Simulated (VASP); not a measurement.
Input of a VASP 6.6.1 run:

INCAR

```
PREC     = Accurate       # precision mode
ENCUT    = 500            # plane-wave cutoff, eV
EDIFF    = 1E-6           # SCF threshold, eV
ISMEAR   = 0              # smearing method
SIGMA    = 0.02           # smearing width, eV
LREAL    = False          # projectors in reciprocal space
LASPH    = True           # aspherical terms in the spheres
NELM     = 120            # most SCF steps
ALGO     = Normal         # electronic algorithm
ISIF     = 2              # what is computed and relaxed
LWAVE    = False          # write WAVECAR
LCHARG   = True           # write CHGCAR
GGA      = PE             # functional
LELF     = True           # ELF
LVHAR    = True         
NBANDS   = 11             # bands
GGA_COMPAT= False
```

KPOINTS

```
Automatic mesh
0
Gamma
  10 10 10
```

File POSCAR:

```
BAs
1.0
    0.0000000000      2.4281920652      2.4281920652
    2.4281920652      0.0000000000      2.4281920652
    2.4281920652      2.4281920652      0.0000000000
B As
1 1
Direct
    0.0000000000      0.0000000000      0.0000000000
    0.2500000000      0.2500000000      0.2500000000
```

Potentials or basis: VASP PAW PBE potentials, release 64 (B, As).

Launch:

```sh
$ cat potpaw_PBE.64/B/POTCAR potpaw_PBE.64/As/POTCAR > POTCAR
$ mpirun -np 1 vasp_std > vasp.out
```

Problem. Predict the band gap on the k mesh.

Solution. 1.23 eV, indirect (least direct gap 3.22 eV).

Problem. What does it give for the pressure?

Solution. -3.1 GPa.

 A k mesh can miss the band edges.
